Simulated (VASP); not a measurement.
## SnTe: relaxation of cell and atoms with PBEsol

Crystal: SnTe.

```
Sn Te
1.0
     0.00000    3.60926    3.60926
     3.60926    0.00000    3.60926
     3.60926    3.60926    0.00000
Sn Te
1 1
Cartesian
  0.0000 0.0000 0.0000
  1.8046 1.8046 1.8046
```

* Program: VASP 6.6.1
* Task: relaxation of cell and atoms
* Functional: PBEsol
* Potentials or basis: VASP PAW PBE potentials, release 64 (Sn_d, Te)
* Cutoff: 500 eV
* k mesh: 6 × 6 × 6
* Occupations: fermi-dirac, width 0.02 eV
* Spin: no spin polarisation
* Dipole correction: no
* Further INCAR settings: ALGO = Normal; EDIFF = 1e-07; IBRION = 2; EDIFFG = -0.005; NSW = 80; ISIF = 3

```json
{"Relaxed volume": "44.51 Å³/atom", "Relaxed cell": "a = 5.012 Å, b = 5.012 Å, c = 5.012 Å, α = 60.00°, β = 60.00°, γ = 60.00°", "Space group after relaxing (to 0.05 Å)": "F-43m (No. 216)", "Energy gained by relaxing": "10.7 meV/atom", "Ionic steps": "3", "Pressure after relaxing": "0.0 GPa", "Band gap on the k mesh": "0.08 eV, indirect (least direct gap 0.69 eV)"}
```

Step by step:
```
step  energy change (eV)  largest force (eV/Å)  pressure (GPa)  volume (Å³)
   1              0.0000                0.0000           -1.32        94.03
   2             -0.0214                0.0000            0.05        88.86
   3             -0.0214                0.0000            0.00        89.02
```

Final structure:
```yaml
crystal:
  lattice:
    - [0.00000, 3.54399, 3.54399]
    - [3.54399, 0.00000, 3.54399]
    - [3.54399, 3.54399, 0.00000]
  atoms:
    - { symbol: Sn, position: [0.00000, 0.00000, 0.00000] }
    - { symbol: Te, position: [0.25000, 0.25000, 0.25000] }
```

Levels at points of the mesh, in eV from the valence-band top:
```
           k point  band 7  band 8  band 9  band 10  band 11  band 12  band 13  band 14
(0.00, 0.00, 0.00)   -4.93   -1.94   -1.94    -1.94     1.07     1.07     1.07     4.08
(0.50, 0.00, 0.00)   -7.05   -2.51   -2.51    -2.01     1.91     1.91     3.72     5.64
(0.50, 0.50, 0.00)   -7.44   -3.23   -3.23    -0.61     0.08     4.21     4.21     5.54
```

It took 40 s on 1 thread of AMD EPYC 9R45 96-Core Processor (Zen 5), with other jobs on the host, peak memory 0.21 GiB.

Caveat: the PAW data sets were made with another functional, which shifts forces and pressure a little; spin-orbit coupling is left out, which moves the levels of the heavy elements. A k mesh can miss the band edges.
